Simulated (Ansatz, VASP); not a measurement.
SnO: VASP beside Ansatz

```
Sn O
1.0
     3.82016    0.00000    0.00000
     0.00000    3.82016    0.00000
     0.00000    0.00000   22.22608
Sn O
4 4
Direct
  0.75000 0.25000 0.20246
  0.25000 0.75000 0.30878
  0.25000 0.00000 0.49775
  0.75000 0.50000 0.60407
  0.25000 0.25000 0.25562
  0.75000 0.75000 0.25562
  0.75000 0.00000 0.55091
  0.25000 0.50000 0.55091
```

Alike in both runs: task single point; functional PBE; dispersion D3(BJ); k mesh 7 × 7 × 1; occupations gaussian, width 0.05 eV; no spin polarisation.

```csv
,VASP,Ansatz
version,VASP 6.6.1,Ansatz 0.2.0
potentials or method,"VASP PAW PBE potentials, release 64 (Sn_d, O), cutoff 520 eV","scalar-relativistic, plane waves, PAW"
valence electrons in the cell,80,80
```

Ansatz gave:

* gap on the k mesh at the Fermi level (eV): 2.45
* least direct gap on the mesh (eV): 2.60
* rms of the force components (eV/Å): 0.013

Q: Estimate VASP's values.

A: gap on the k mesh at the Fermi level (eV): 2.44; least direct gap on the mesh (eV): 2.56; rms of the force components (eV/Å): 0.036.
